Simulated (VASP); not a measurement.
# Cr (Im-3m) in VASP: notebook

Runs on Cr. Level: LDA. Tasks: single point.

Everything below comes from runs of VASP 6.6.1. Logs are shortened: lines on timing, memory, paths and dates and some standing lists are left out, and cuts for length are marked.

## 1. The cell of the first run

The structure is cubic, space group Im-3m (No. 229). Conventional cell: a = 2.845 Å, b = 2.845 Å, c = 2.845 Å, α = 90.00°, β = 90.00°, γ = 90.00°. Within 3.3 Å of Cr (site symmetry m-3m) lie 14 Cr at 2.46 to 2.84 Å.

## 2. Single point, LDA, collinear spin, ferromagnetic start (volume scaled by 0.96)

INCAR

```
SYSTEM = Cr
ALGO = Normal
EDIFF = 1E-7
ENCUT = 520
ISIF = 2
ISMEAR = -1
ISPIN = 2
LASPH = .TRUE.
LCHARG = .FALSE.
LMAXMIX = 4
LORBIT = 11
LREAL = .FALSE.
LWAVE = .FALSE.
MAGMOM = 3
NBANDS = 16
NELM = 150
PREC = Accurate
SIGMA = 0.08
```

KPOINTS

```
k-points
0
G
  18 18 18
  0 0 0
```

POSCAR

```
Cr
1.0
   -1.4224618002      1.4224618002      1.4224618002
    1.4224618002     -1.4224618002      1.4224618002
    1.4224618002      1.4224618002     -1.4224618002
Cr
1
Direct
    0.0000000000      0.0000000000      0.0000000000
```

Potentials or basis: VASP PAW LDA potentials, release 64 (Cr_pv).

The run is started by

```console
$ cat potpaw_LDA.64/Cr_pv/POTCAR > POTCAR
$ mpirun -np 1 vasp_std > vasp.out
```

OUTCAR:

```text
SYSTEM = Cr
   EDIFF = 1E-7
   ENCUT = 520
   ISIF = 2
   ISMEAR = -1
   ISPIN = 2
   LASPH = .TRUE.
   LORBIT = 11
   LREAL = .FALSE.
   NELM = 150
   PREC = Accurate

 ion  position               nearest neighbor table
   1  0.000  0.000  0.000-

  LATTYP: Found a body centered cubic cell.
 ALAT       =     2.8449236004

  Lattice vectors:

 A1 = (  -1.4224618002,   1.4224618002,   1.4224618002)
 A2 = (   1.4224618002,  -1.4224618002,   1.4224618002)
 A3 = (   1.4224618002,   1.4224618002,  -1.4224618002)

Analysis of symmetry for initial positions (statically):
=====================================================================
 Subroutine PRICEL returns:
 Original cell was already a primitive cell.

 Routine SETGRP: Setting up the symmetry group for a
 body centered cubic supercell.

 Subroutine GETGRP returns: Found 48 space group operations
 (whereof 48 operations were pure point group operations)
 out of a pool of 48 trial point group operations.

The static configuration has the point symmetry O_h .

Analysis of symmetry for dynamics (positions and initial velocities):
=====================================================================
 Subroutine PRICEL returns:
 Original cell was already a primitive cell.

 Routine SETGRP: Setting up the symmetry group for a
 body centered cubic supercell.

 Subroutine GETGRP returns: Found 48 space group operations
 (whereof 48 operations were pure point group operations)
 out of a pool of 48 trial point group operations.

The dynamic configuration has the point symmetry O_h .

Analysis of structural, dynamic, and magnetic symmetry:
=====================================================================
 Subroutine PRICEL returns:
 Original cell was already a primitive cell.

 Routine SETGRP: Setting up the symmetry group for a
 body centered cubic supercell.

 Subroutine GETGRP returns: Found 48 space group operations
 (whereof 48 operations were pure point group operations)
 out of a pool of 48 trial point group operations.

The overall configuration has the point symmetry O_h .

 Subroutine INISYM returns: Found 48 space group operations
 (whereof 48 operations are pure point group operations),
 and found     1 'primitive' translations

----------------------------------------------------------------------------------------

                                     Primitive cell

  volume of cell :      11.5128

  direct lattice vectors                    reciprocal lattice vectors
    -1.422461800  1.422461800  1.422461800     0.000000000  0.351503288  0.351503288
     1.422461800 -1.422461800  1.422461800     0.351503288  0.000000000  0.351503288
     1.422461800  1.422461800 -1.422461800     0.351503288  0.351503288  0.000000000

  length of vectors
     2.463776110  2.463776110  2.463776110     0.497100717  0.497100717  0.497100717

  position of ions in fractional coordinates (direct lattice)
     0.000000000  0.000000000  0.000000000

  ion indices of the primitive-cell ions
   primitive index   ion index
                 1           1

----------------------------------------------------------------------------------------

 KPOINTS: k-points

Automatic generation of k-mesh.
 Grid dimensions read from file:
 generate k-points for:   18   18   18

 Generating k-lattice:

  Cartesian coordinates                     Fractional coordinates (reciprocal lattice)
     0.000000000  0.019527960  0.019527960     0.055555556  0.000000000  0.000000000
     0.019527960  0.000000000  0.019527960     0.000000000  0.055555556  0.000000000
     0.019527960  0.019527960  0.000000000     0.000000000  0.000000000  0.055555556

  Length of vectors
     0.027616707  0.027616707  0.027616707

  Shift w.r.t. Gamma in fractional coordinates (k-lattice)
     0.000000000  0.000000000  0.000000000

 Subroutine IBZKPT returns following result:
 ===========================================

 Found    195 irreducible k-points:

 Following reciprocal coordinates:
            Coordinates               Weight
  0.000000  0.000000  0.000000      1.000000
  0.055556  0.000000  0.000000     12.000000
  0.111111  0.000000  0.000000     12.000000
  0.166667  0.000000  0.000000     12.000000
  0.222222  0.000000  0.000000     12.000000
  0.277778  0.000000  0.000000     12.000000
[... 16 lines left out ...]
  0.333333  0.111111  0.000000     48.000000
  0.388889  0.111111  0.000000     48.000000
 [... further k-points ...]
   k-points           NKPTS =    195   k-points in BZ     NKDIM =    195   number of bands    NBANDS=     16
   number of dos      NEDOS =    301   number of ions     NIONS =      1
   total plane-waves  NPLWV =   5832
   dimension x,y,z NGX =    18 NGY =   18 NGZ =   18
   dimension x,y,z NGXF=    36 NGYF=   36 NGZF=   36
   ions per type =               1
   NGX,Y,Z   is equivalent  to a cutoff of  12.15, 12.15, 12.15 a.u.
   NGXF,Y,Z  is equivalent  to a cutoff of  24.29, 24.29, 24.29 a.u.
 SYSTEM =  Cr
[... 112 lines left out ...]
     15      39.5471      0.00000
     16      40.3840      0.00000
[... 324 lines left out ...]
 k-point    22 :       0.2778    0.1111    0.0000
  band No.  band energies     occupation
      1     -32.2138      1.00000
      2     -31.7362      1.00000
      3     -31.5350      1.00000
      4       6.5347      1.00000
      5       8.7257      1.00000
      6       9.5202      1.00000
[... 8 lines left out ...]
     15      40.7981      0.00000
     16      42.1449      0.00000

 k-point    23 :       0.3333    0.1111    0.0000
  band No.  band energies     occupation
      1     -32.3175      1.00000
      2     -31.7846      1.00000
      3     -31.5369      1.00000
      4       6.7075      1.00000
      5       8.5555      1.00000
      6      10.0395      0.99996
[... 8 lines left out ...]
     15      41.0232      0.00000
     16      42.3328      0.00000

 k-point    24 :       0.3889    0.1111    0.0000
  band No.  band energies     occupation
      1     -32.3844      1.00000
      2     -31.8164      1.00000
      3     -31.5381      1.00000
      4       6.7069      1.00000
      5       8.4499      1.00000
      6      10.5446      0.97851
[... 8 lines left out ...]
     15      41.2955      0.00000
     16      42.1261      0.00000

 [... further k-points ...]

 spin component 2

 k-point     1 :       0.0000    0.0000    0.0000
  band No.  band energies     occupation
      1     -31.4913      1.00000
      2     -31.4913      1.00000
      3     -31.4913      1.00000
      4       3.0383      1.00000
      5       9.9148      0.99999
      6       9.9148      0.99999
[... 8 lines left out ...]
     15      40.7947      0.00000
     16      45.2295      0.00000

 k-point     2 :       0.0556    0.0000    0.0000
  band No.  band energies     occupation
      1     -31.5214      1.00000
      2     -31.5005      1.00000
      3     -31.4914      1.00000
      4       3.1749      1.00000
      5       9.8617      1.00000
      6       9.9066      0.99999
[... 8 lines left out ...]
     15      41.0726      0.00000
     16      43.5794      0.00000

 k-point     3 :       0.1111    0.0000    0.0000
  band No.  band energies     occupation
      1     -31.6078      1.00000
      2     -31.5269      1.00000
      3     -31.4920      1.00000
      4       3.5728      1.00000
      5       9.7114      1.00000
      6       9.8667      1.00000
[... 8 lines left out ...]
     15      41.2785      0.00000
     16      41.5593      0.00000

 k-point     4 :       0.1667    0.0000    0.0000
  band No.  band energies     occupation
      1     -31.7387      1.00000
      2     -31.5673      1.00000
      3     -31.4928      1.00000
      4       4.1927      1.00000
      5       9.4882      1.00000
      6       9.7669      1.00000
[... 8 lines left out ...]
     15      39.5471      0.00000
     16      40.3840      0.00000
[... 324 lines left out ...]
 k-point    22 :       0.2778    0.1111    0.0000
  band No.  band energies     occupation
      1     -32.2138      1.00000
      2     -31.7362      1.00000
      3     -31.5350      1.00000
      4       6.5347      1.00000
      5       8.7257      1.00000
      6       9.5202      1.00000
[... 8 lines left out ...]
     15      40.7981      0.00000
     16      42.1449      0.00000

 k-point    23 :       0.3333    0.1111    0.0000
  band No.  band energies     occupation
      1     -32.3175      1.00000
      2     -31.7846      1.00000
      3     -31.5369      1.00000
      4       6.7075      1.00000
      5       8.5555      1.00000
      6      10.0395      0.99996
[... 8 lines left out ...]
     15      41.0232      0.00000
     16      42.3328      0.00000

 k-point    24 :       0.3889    0.1111    0.0000
  band No.  band energies     occupation
      1     -32.3844      1.00000
      2     -31.8164      1.00000
      3     -31.5381      1.00000
      4       6.7069      1.00000
      5       8.4498      1.00000
      6      10.5446      0.97851
[... 8 lines left out ...]
     15      41.2955      0.00000
     16      42.1260      0.00000

 [... further k-points ...]
[... 5 lines left out ...]
  --------------------------------------------------------------------------------------
  -------------------------------------------------------------------------------------
  Total       -1.1406159     -1.1406159     -1.1406159     -0.0000000      0.0000000     -0.0000000
  in kB     -158.7333452   -158.7333452   -158.7333452     -0.0000000      0.0000000     -0.0000000
  external PRESSURE =    -158.7333452 kB  Pullay stress =       0.0000000 kB

 VOLUME and BASIS-vectors are now :
 -----------------------------------------------------------------------------
  energy-cutoff  :      520.00
  volume of cell :       11.51
      direct lattice vectors                 reciprocal lattice vectors
    -1.422461800  1.422461800  1.422461800     0.000000000  0.351503288  0.351503288
     1.422461800 -1.422461800  1.422461800     0.351503288  0.000000000  0.351503288
     1.422461800  1.422461800 -1.422461800     0.351503288  0.351503288  0.000000000

 POSITION                                       TOTAL-FORCE (eV/Angst)
 -----------------------------------------------------------------------------------
      0.00000      0.00000      0.00000         0.000000     -0.000000      0.000000
 -----------------------------------------------------------------------------------
    total drift:                                0.000000      0.000000      0.000000

  FREE ENERGIE OF THE ION-ELECTRON SYSTEM (eV)
  ---------------------------------------------------
  free  energy   TOTEN  =       -10.6001120201 eV

  energy  without entropy=      -10.5828946799  energy(sigma->0) =      -10.59150335

 total charge

# of ion       s       p       d       tot
------------------------------------------
    1        0.428   6.401   4.239  11.069

 magnetization (x)

# of ion       s       p       d       tot
------------------------------------------
    1       -0.000  -0.000   0.000   0.000
```

Run time: 27 s. Hardware: 1 thread of Intel Xeon 6975P-C (Granite Rapids), shared host; peak memory 0.16 GiB.

Results:

- Free energy: -10.6001 eV
- Pressure: -15.9 GPa
- Band gap on the k mesh: zero (filled and empty bands overlap)
- Net moment: 0.00 μB per cell
- Valence electrons inside the program's atomic spheres: Cr 11.07

Caveat: the starting moments collapsed, and a magnetic state may lie lower.

(Continued in part 2 of 2.)
